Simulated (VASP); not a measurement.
# Mo in VASP: single point with LDA

Aim: the single point of Mo with LDA.

Everything below comes from runs of VASP 6.6.1. Logs are shortened: lines on timing, memory, paths and dates and some standing lists are left out, and cuts for length are marked.

## Step 1: The cell of the first run

The cell holds a slab with vacuum, 7 atoms: a = 2.698 Å, b = 2.698 Å, c = 25.216 Å, α = 90.00°, β = 90.00°, γ = 109.47°.

## Step 2: Single point, LDA

INCAR

```
  PREC = Accurate
  ENCUT = 520
  EDIFF = 1E-7
  ISMEAR = 1
  SIGMA = 0.1
  LREAL = F
  LASPH = T
  NELM = 80
  ALGO = Normal
  ISIF = 2
  LWAVE = F
  LCHARG = F
  GGA = CA
  NBANDS = 58
```

KPOINTS

```
Automatic mesh
0
Gamma
  16 16 1
```

POSCAR

```
Mo
1.0
    2.6976691328      0.0000000000      0.0000000000
   -0.8992230443      2.5433868496      0.0000000000
    0.0000000000      0.0000000000     25.2158257404
Mo
7
Direct
    0.0000000000      0.0000000000      0.2421231858
    0.5000000000      0.5000000000      0.3253247897
    0.0000000000      0.0000000000      0.4126936466
    0.5000000000      0.5000000000      0.5000000000
    0.0000000000      0.0000000000      0.5873063534
    0.5000000000      0.5000000000      0.6746752103
    0.0000000000      0.0000000000      0.7578768142
```

Potentials or basis: VASP PAW LDA potentials, release 64 (Mo_sv).

Launch:

```sh
> cat potpaw_LDA.64/Mo_sv/POTCAR > POTCAR
> mpirun -np 1 vasp_std > vasp.out
```

OUTCAR:

```text
PREC = Accurate
   ENCUT = 520
   EDIFF = 1E-7
   ISMEAR = 1
   LREAL = F
   LASPH = T
   NELM = 80
   ISIF = 2
   GGA = CA

 ion  position               nearest neighbor table
   1  0.000  0.000  0.242-   2 2.61   2 2.61   2 3.04   2 3.04
   2  0.500  0.500  0.325-   1 2.61   1 2.61   3 2.70   3 2.70   1 3.04   1 3.04   3 3.12   3 3.12

   3  0.000  0.000  0.413-   4 2.70   4 2.70   2 2.70   2 2.70   4 3.11   4 3.11   2 3.12   2 3.12

   4  0.500  0.500  0.500-   3 2.70   5 2.70   3 2.70   5 2.70   3 3.11   5 3.11   3 3.11   5 3.11

   5  0.000  0.000  0.587-   4 2.70   4 2.70   6 2.70   6 2.70   4 3.11   4 3.11   6 3.12   6 3.12

   6  0.500  0.500  0.675-   7 2.61   7 2.61   5 2.70   5 2.70   7 3.04   7 3.04   5 3.12   5 3.12

   7  0.000  0.000  0.758-   6 2.61   6 2.61   6 3.04   6 3.04

  LATTYP: Found a base centered orthorhombic cell.
 ALAT       =     3.1150000000
 B/A-ratio  =     1.4142135624
 C/A-ratio  =     8.0949681350

  Lattice vectors:

 A1 = (   2.6976691328,   0.0000000000,   0.0000000000)
 A2 = (  -0.8992230443,   2.5433868496,   0.0000000000)
 A3 = (   0.0000000000,   0.0000000000,  25.2158257404)

Analysis of symmetry for initial positions (statically):
=====================================================================
 Subroutine PRICEL returns:
 Original cell was already a primitive cell.

 Routine SETGRP: Setting up the symmetry group for a
 base centered orthorhombic supercell.

 Subroutine GETGRP returns: Found  8 space group operations
 (whereof  8 operations were pure point group operations)
 out of a pool of  8 trial point group operations.

The static configuration has the point symmetry D_2h.

Analysis of symmetry for dynamics (positions and initial velocities):
=====================================================================
 Subroutine PRICEL returns:
 Original cell was already a primitive cell.

 Routine SETGRP: Setting up the symmetry group for a
 base centered orthorhombic supercell.

 Subroutine GETGRP returns: Found  8 space group operations
 (whereof  8 operations were pure point group operations)
 out of a pool of  8 trial point group operations.

The dynamic configuration has the point symmetry D_2h.

 Subroutine INISYM returns: Found  8 space group operations
 (whereof  8 operations are pure point group operations),
 and found     1 'primitive' translations

----------------------------------------------------------------------------------------

                                     Primitive cell

  volume of cell :     173.0112

  direct lattice vectors                    reciprocal lattice vectors
     2.697669133  0.000000000  0.000000000     0.370690382  0.131058841  0.000000000
    -0.899223044  2.543386850  0.000000000     0.000000000  0.393176524  0.000000000
     0.000000000  0.000000000 25.215825740     0.000000000  0.000000000  0.039657634

  length of vectors
     2.697669133  2.697669133 25.215825740     0.393176524  0.393176524  0.039657634

  position of ions in fractional coordinates (direct lattice)
     0.000000000  0.000000000  0.242123186
     0.500000000  0.500000000  0.325324790
     0.000000000  0.000000000  0.412693647
     0.500000000  0.500000000  0.500000000
     0.000000000  0.000000000  0.587306353
     0.500000000  0.500000000  0.674675210
     0.000000000  0.000000000  0.757876814

  ion indices of the primitive-cell ions
   primitive index   ion index
                 1           1
                 2           2
                 3           3
                 4           4
                 5           5
                 6           6
                 7           7

----------------------------------------------------------------------------------------

 KPOINTS: Automatic mesh

Automatic generation of k-mesh.
 Grid dimensions read from file:
 generate k-points for:   16   16    1

 Generating k-lattice:

  Cartesian coordinates                     Fractional coordinates (reciprocal lattice)
     0.023168149  0.008191178  0.000000000     0.062500000  0.000000000  0.000000000
     0.000000000  0.024573533  0.000000000     0.000000000  0.062500000  0.000000000
     0.000000000  0.000000000  0.039657634     0.000000000  0.000000000  1.000000000

  Length of vectors
     0.024573533  0.024573533  0.039657634

  Shift w.r.t. Gamma in fractional coordinates (k-lattice)
     0.000000000  0.000000000  0.000000000

 Subroutine IBZKPT returns following result:
 ===========================================

 Found     73 irreducible k-points:

 Following reciprocal coordinates:
            Coordinates               Weight
  0.000000  0.000000  0.000000      1.000000
  0.062500  0.000000  0.000000      4.000000
  0.125000  0.000000  0.000000      4.000000
  0.187500  0.000000  0.000000      4.000000
  0.250000  0.000000  0.000000      4.000000
  0.312500 -0.000000  0.000000      4.000000
[... 16 lines left out ...]
 -0.125000  0.062500  0.000000      4.000000
 -0.062500  0.062500  0.000000      2.000000
 [... further k-points ...]
   k-points           NKPTS =     73   k-points in BZ     NKDIM =     73   number of bands    NBANDS=     58
   number of dos      NEDOS =    301   number of ions     NIONS =      7
   total plane-waves  NPLWV =  76800
   dimension x,y,z NGX =    20 NGY =   20 NGZ =  192
   dimension x,y,z NGXF=    40 NGYF=   40 NGZF=  384
   ions per type =               7
   NGX,Y,Z   is equivalent  to a cutoff of  12.33, 12.33, 12.66 a.u.
   NGXF,Y,Z  is equivalent  to a cutoff of  24.65, 24.65, 25.32 a.u.
 SYSTEM =  unknown system
   PREC   = accura    normal or accurate (medium, high low for compatibility)
   ISTART =      0    job   : 0-new  1-cont  2-samecut
   ICHARG =      2    charge: 1-file 2-atom 10-const
   ISPIN  =      1    spin polarized calculation?
   LNONCOLLINEAR =      F non collinear calculations
   LSORBIT =      F    spin-orbit coupling
   LASPH  =      T    aspherical Exc in radial PAW
   ENCUT  =  520.0 eV  38.22 Ry    6.18 a.u.   5.02  5.02 46.88*2*pi/ulx,y,z
   NELM   =     80;   NELMIN=  2; NELMDL= -5     # of ELM steps
   EDIFF  = 0.1E-06   stopping-criterion for ELM
   LREAL  =      F    real-space projection
   EDIFFG = 0.1E-05   stopping-criterion for IOM
   NSW    =      0    number of steps for IOM
   IBRION =     -1    ionic relax: 0-MD 1-quasi-New 2-CG
   NFREE  =      0    steps in history (QN), initial steepest desc. (CG)
   ISIF   =      2    stress and relaxation
   ISYM   =      2    0-nonsym 1-usesym 2-fastsym
   POTIM  = 0.5000    time-step for ionic-motion
   TEBEG  =    0.0;   TEEND  =   0.0 temperature during run
   PSTRESS=    0.0 pullay stress
   NELECT =      98.0000    total number of electrons
   NUPDOWN=      -1.0000    fix difference up-down
   EMIN   =  10.00;   EMAX   =-10.00  energy-range for DOS
   EFERMI =   0.00;   METHOD = LEGACY
   ISMEAR =     1;   SIGMA  =   0.10  broadening in eV -4-tet -1-fermi 0-gaus
   EFERMI_NEDOS =   21; number of points for ismear=-14 and -15
   IALGO  =     38    algorithm
   IMIX   =      4    mixing-type and parameters
     AMIX     =   0.40;   BMIX     =  1.00
     AMIX_MAG =   1.60;   BMIX_MAG =  1.00
  volume/ion in A,a.u.               =      24.72       166.79
  Fermi-wavevector in a.u.,A,eV,Ry     =   1.354541  2.559711 24.963708  1.834781
  Thomas-Fermi vector in A             =   2.481704
   LORBIT       =      0    0 simple, 1 ext, 2 COOP (PROOUT), +10 PAW based schemes
   GGA     = CA    functional components
   LHFCALC =     F    Hartree Fock is set to
   AEXX    =    0.0000 exact exchange contribution
   IVDW    =     0    specifies the selected vdW correction
   LEPSILON=     F    determine dielectric tensor
   LRPA    =     F    only Hartree local field effects (RPA)
 non-spin polarized calculation
 Methfessel and Paxton  Order N= 1 SIGMA  =   0.10
  energy-cutoff  :      520.00
  volume of cell :      173.01
 maximum number of plane-waves:      4702
   NGX = 11   NGY = 11   NGZ = 93

 number of electron      97.9999996 magnetization

 Free energy of the ion-electron system (eV)
  ---------------------------------------------------
  ext. energy  EPLUGINS =         0.00000000
  ---------------------------------------------------
  free energy    TOTEN  =       -82.19930668 eV

  energy without entropy =      -82.19761876  energy(sigma->0) =      -82.19874404

 E-fermi :   6.1594     XC(G=0):  -9.2461

 val. band max:        6.1587728634   @ k =  -0.3125   0.1875   0.0000
 cond. band min:       6.1634930623   @ k =  -0.1875   0.1875   0.0000
 fundamental gap:      0.0047201989
 Fermi energy:         6.1594343757

 k-point     1 :       0.0000    0.0000    0.0000
  band No.  band energies     occupation
      1     -54.7935      2.00000
      2     -54.7726      2.00000
      3     -54.6984      2.00000
      4     -54.5994      2.00000
      5     -54.5167      2.00000
      6     -54.4415      2.00000
[... 50 lines left out ...]
     57       7.6910     -0.00000
     58       7.8174     -0.00000

 k-point     2 :       0.0625    0.0000    0.0000
  band No.  band energies     occupation
      1     -54.7849      2.00000
      2     -54.7645      2.00000
      3     -54.6914      2.00000
      4     -54.5938      2.00000
      5     -54.5126      2.00000
      6     -54.4375      2.00000
[... 50 lines left out ...]
     57       7.4733     -0.00000
     58       7.6566     -0.00000

 k-point     3 :       0.1250    0.0000    0.0000
  band No.  band energies     occupation
      1     -54.7603      2.00000
      2     -54.7413      2.00000
      3     -54.6713      2.00000
      4     -54.5781      2.00000
      5     -54.5012      2.00000
      6     -54.4262      2.00000
[... 1216 lines left out ...]
      3     -54.6711      2.00000
      4     -54.5753      2.00000
      5     -54.4957      2.00000
      6     -54.4207      2.00000
[... 50 lines left out ...]
     57       6.9551     -0.00000
     58       7.3464     -0.00000

 k-point    24 :      -0.0625    0.0625    0.0000
  band No.  band energies     occupation
      1     -54.7820      2.00000
      2     -54.7614      2.00000
      3     -54.6879      2.00000
      4     -54.5897      2.00000
      5     -54.5079      2.00000
      6     -54.4327      2.00000
[... 50 lines left out ...]
     57       7.2829     -0.00000
     58       7.3570     -0.00000

 [... further k-points ...]

------------------------ aborting loop because EDIFF is reached ----------------------------------------

  FORCE on cell =-STRESS in cart. coord.  units (eV):
  Direction    XX          YY          ZZ          XY          YZ          ZX
  --------------------------------------------------------------------------------------
  -------------------------------------------------------------------------------------
  Total       -2.7653813     -2.6300969      0.7852778      0.1913210      0.0000000      0.0000000
  in kB      -25.6089225    -24.3561163      7.2720963      1.7717356      0.0000000      0.0000000
  external PRESSURE =     -14.2309808 kB  Pullay stress =       0.0000000 kB

 VOLUME and BASIS-vectors are now :
 -----------------------------------------------------------------------------
  energy-cutoff  :      520.00
  volume of cell :      173.01
      direct lattice vectors                 reciprocal lattice vectors
     2.697669133  0.000000000  0.000000000     0.370690382  0.131058841  0.000000000
    -0.899223044  2.543386850  0.000000000     0.000000000  0.393176524  0.000000000
     0.000000000  0.000000000 25.215825740     0.000000000  0.000000000  0.039657634

 POSITION                                       TOTAL-FORCE (eV/Angst)
 -----------------------------------------------------------------------------------
      0.00000      0.00000      6.10534        -0.000000      0.000000     -0.071021
      0.89922      1.27169      8.20333         0.000000      0.000000      0.012077
      0.00000      0.00000     10.40641         0.000000      0.000000     -0.001885
      0.89922      1.27169     12.60791         0.000000      0.000000      0.000000
      0.00000      0.00000     14.80941         0.000000      0.000000      0.001885
      0.89922      1.27169     17.01249        -0.000000     -0.000000     -0.012077
      0.00000      0.00000     19.11049         0.000000      0.000000      0.071021
 -----------------------------------------------------------------------------------
    total drift:                               -0.000000      0.000000      0.000000

  FREE ENERGIE OF THE ION-ELECTRON SYSTEM (eV)
  ---------------------------------------------------
  free  energy   TOTEN  =       -82.1993066764 eV

  energy  without entropy=      -82.1976187620  energy(sigma->0) =      -82.19874404
```

Run time: 16 min. Hardware: 1 thread of Intel Xeon 6975P-C (Granite Rapids), shared host; peak memory 0.57 GiB.

What came out:

- Free energy: -82.1993 eV
- Largest force: 0.071 eV/Å
- Band gap on the k mesh: zero (bands 49 and 50 overlap by 2.38 eV)

Forces on the atoms (eV/Å):
```
Mo   0.000  0.000 -0.071
Mo   0.000  0.000  0.012
Mo   0.000  0.000 -0.002
Mo   0.000  0.000  0.000
Mo   0.000  0.000  0.002
Mo   0.000  0.000 -0.012
Mo   0.000  0.000  0.071
```

Caveat: there is no dipole correction, which matters where the two faces differ.
